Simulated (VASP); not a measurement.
## NaF: single point with PBEsol+D4

The system is NaF.

```
Na F
1.0
     0.00000    2.29717    2.29717
     2.29717    0.00000    2.29717
     2.29717    2.29717    0.00000
Na F
1 1
Cartesian
  0.0000 0.0000 0.0000
  2.2972 2.2972 2.2972
```

```json
{"Program": "VASP 6.6.1", "Task": "single point", "Functional": "PBEsol", "Dispersion": "D4", "Potentials or basis": "VASP PAW PBE potentials, release 64 (Na_pv, F)", "Cutoff": "520 eV", "k mesh": "6 × 6 × 6", "Occupations": "gaussian, width 0.01 eV", "Spin": "no spin polarisation", "Dipole correction": "no", "Further INCAR settings": "ALGO = Normal; EDIFF = 1e-07; NBANDS = 14"}
```

| Item | Value |
| --- | --- |
| Pressure | 0.8 GPa |
| Band gap on the k mesh | 6.30 eV, direct |
| Dispersion energy per atom | -0.030 eV |

Levels at points of the mesh, in eV from the valence-band top:
```csv
k point,band 3,band 4,band 5,band 6,band 7,band 8,band 9,band 10,band 11,band 12
"(0.00, 0.00, 0.00)",-18.69,-18.69,0.00,0.00,0.00,6.30,19.02,19.02,19.02,21.76
"(0.50, 0.00, 0.00)",-18.71,-17.94,-1.68,-0.27,-0.27,10.76,12.55,20.26,20.26,23.11
"(0.50, 0.50, 0.00)",-18.75,-18.75,-1.34,-0.42,-0.42,13.18,13.19,13.78,19.98,19.98
```

Wall time 6.8 s on 1 thread of AMD EPYC 7R43 64-Core Processor (Zen 3), on a shared host, peak memory 0.1 GiB.

Caveat: the PAW data sets were made with another functional, which shifts forces and pressure a little. Expect the measured gap to be larger: semilocal functionals such as PBEsol lack the derivative discontinuity.
